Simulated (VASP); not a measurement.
A run of VASP 6.6.1 is set up as follows.

The input INCAR:

```
PREC = Accurate
ENCUT = 520
EDIFF = 1E-7
ISMEAR = 0
SIGMA = 0.15
LREAL = F
LASPH = T
NELM = 80
ALGO = Normal
ISIF = 2
LWAVE = F
LCHARG = F
GGA = PE
NBANDS = 16
```

The input KPOINTS:

```
Automatic mesh
0
Gamma
  24 24 24
```

The input POSCAR:

```
GaSb
1.0
   -2.7657340177      2.7657340177      1.5810862690
    2.7657340177     -2.7657340177      1.5810862690
    2.7657340177      2.7657340177     -1.5810862690
Ga Sb
1 1
Direct
    0.2500000000      0.7500000000      0.5000000000
    0.0000000000      0.0000000000      0.0000000000
```

Potentials or basis: VASP PAW PBE potentials, release 64 (Ga_d, Sb).

Command:

```console
$ cat potpaw_PBE.64/Ga_d/POTCAR potpaw_PBE.64/Sb/POTCAR > POTCAR
$ mpirun -np 1 vasp_std > vasp.out
```

Q: What does it give for the band gap on the k mesh?

A: Zero (bands 9 and 10 overlap by 4.76 eV).

Q: Estimate the pressure.

A: 0.0 GPa.

Stress tensor (GPa, compression positive):
```
 0.19  0.00  0.00
 0.00  0.19  0.00
 0.00  0.00 -0.30
```

Caveat: spin-orbit coupling is left out, which moves the levels of the heavy elements.
